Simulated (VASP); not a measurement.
The system is GaN.

```
CELL_PARAMETERS angstrom
0.00000 2.20750 2.20750
2.20750 0.00000 2.20750
2.20750 2.20750 0.00000
ATOMIC_POSITIONS crystal
Ga 0.00000 0.00000 0.00000
N 0.25000 0.25000 0.25000
```

Program: VASP 6.6.1. Alike in all runs: task single point; no spin polarisation; cell as given; smearing fermi-dirac 0.05 eV.

Question: Order these runs on this cell by their pressure, lowest first.
A. level B3LYP5; potentials or basis VASP PAW PBE potentials, release 64 (Ga_d, N_h); k mesh 5 × 5 × 5; cutoff (eV) 910; grid for exact exchange (PRECFOCK) Normal; share of exact exchange 0.2
B. level r2SCANh; potentials or basis VASP PAW PBE potentials, release 64 (Ga_d, N); k mesh 5 × 5 × 5; cutoff (eV) 520; grid for exact exchange (PRECFOCK) Normal; share of exact exchange 0.1
C. level b88 exchange, pbe correlation; potentials or basis VASP PAW PBE potentials, release 64 (Ga_d, N); k mesh 10 × 10 × 10; cutoff (eV) 600

Answer: B (12.0 GPa), C (18.1 GPa), A (19.6 GPa).

Caveats: some runs use coarse meshes; the PAW data sets were made with another functional, which shifts forces and pressure a little; the cell stands under pressure (at least some runs); the cutoff is under 1.25 times the usual one of these potentials, so pressure, stress and relaxed cells hold a basis-set (Pulay) error (at least some runs).
